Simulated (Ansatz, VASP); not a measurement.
## W: VASP beside Ansatz

INCAR

```
PREC = Accurate ; ENCUT = 520
EDIFF = 1E-7 ; ISMEAR = 0
SIGMA = 0.15 ; LREAL = False
LASPH = True ; NELM = 80
ALGO = Fast ; ISIF = 2
LWAVE = False ; LCHARG = False
GGA = PS ; NBANDS = 13
```

KPOINTS

```
Automatic mesh
0
Gamma
  26 26 26
```

POSCAR

```
W
1.0
    0.0000000000      1.9390258939      2.0289807034
    1.9390258939      0.0000000000      2.0289807034
    1.9390258939      1.9390258939      0.0000000000
W
1
Direct
    0.0000000000      0.0000000000      0.0000000000
```

Input for Ansatz:

```yaml
crystal:
  lattice:
    - [0.0, 1.9390258939, 2.0289807034]
    - [1.9390258939, 0.0, 2.0289807034]
    - [1.9390258939, 1.9390258939, 0.0]
  atoms:
    - { symbol: W, position: [0.0, 0.0, 0.0] }
basis:
  ecutwfc: 420
kpoints:
  mp_grid: { grid: [26, 26, 26] }
hamiltonian:
  xc: pbesol
scf:
  occupations: { method: gaussian, width: 0.15 }
output:
  forces: true
  stress: true
  eigenvalues: true
```

Change from the starting cell: strain -0.030 along x and y, +0.015 along z, atoms carried along.

Alike in both runs: task single point; functional PBEsol; k mesh 26 × 26 × 26; occupations gaussian, width 0.15 eV; no spin polarisation.

|  | VASP | Ansatz |
| --- | --- | --- |
| version | VASP 6.6.1 | Ansatz 0.2.0 |
| potentials or method | VASP PAW PBE potentials, release 64 (W_sv), cutoff 520 eV | scalar-relativistic, plane waves, PAW |
| valence electrons in the cell | 14 | 14 |

```tsv
	VASP	Ansatz	Ansatz less VASP
gap on the k mesh at the Fermi level (eV)	none	none	-
pressure (GPa)	16.2	15.3	-0.93
traceless stress, the component that is largest in VASP (GPa)	7.50	7.41	-0.095
```

VASP's potentials were made for PBE, not for PBEsol. A gap of «none» marks a metal or a gap that the smearing closes.

Neither program's run includes spin-orbit coupling.
